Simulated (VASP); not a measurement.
Crystal: HPbNO4.

```
H Pb N O
1.0
     4.12040   -0.00081   -0.01120
     0.00404    6.42722    0.05360
     0.02791    3.20707    7.74994
H Pb N O
2 2 2 8
Direct
  0.90366 0.21821 0.48851
  0.40337 0.78177 0.51142
  0.39455 0.30863 0.70725
  0.89489 0.69135 0.29266
  0.63409 0.19990 0.20730
  0.13386 0.80012 0.79275
  0.90829 0.32866 0.54369
  0.53792 0.39076 0.19497
  0.53483 0.11279 0.10602
  0.83718 0.08887 0.32672
  0.40817 0.67132 0.45624
  0.03774 0.60924 0.80520
  0.03429 0.88737 0.89397
  0.33716 0.91101 0.67330
```

Base run:

| Quantity | Value |
| --- | --- |
| Program | VASP 6.6.1 |
| Functional | RPBE |
| Potentials or basis | VASP PAW PBE potentials, release 64 (H, Pb_d, N, O) |
| Cutoff | 520 eV |
| k mesh | 5 × 4 × 3 |
| Occupations | fermi-dirac, width 0.05 eV |
| Spin | no spin polarisation |

Its results: band gap on the k mesh 3.34 eV (least direct gap 3.42 eV); pressure 3.2 GPa; largest force 0.723 eV/Å.

Q: The run is repeated on the same cell with these changes: functional from RPBE to PBEsol; further incar settings from ALGO = Normal; EDIFF = 1e-06; NBANDS = 57 to ALGO = Normal; EDIFF = 1e-07; NBANDS = 57. What comes out?

A: Band gap on the k mesh 3.27 eV (least direct gap 3.34 eV); pressure -2.1 GPa; largest force 0.411 eV/Å.

Caveats: the standard files for N, O and F lose accuracy on very short bonds; the PAW data sets were made with another functional, which shifts forces and pressure a little; spin-orbit coupling is left out, which moves the levels of the heavy elements; an odd mesh through Γ misses points on the zone boundary, where band edges can lie; the cell stands under pressure (at least some runs).
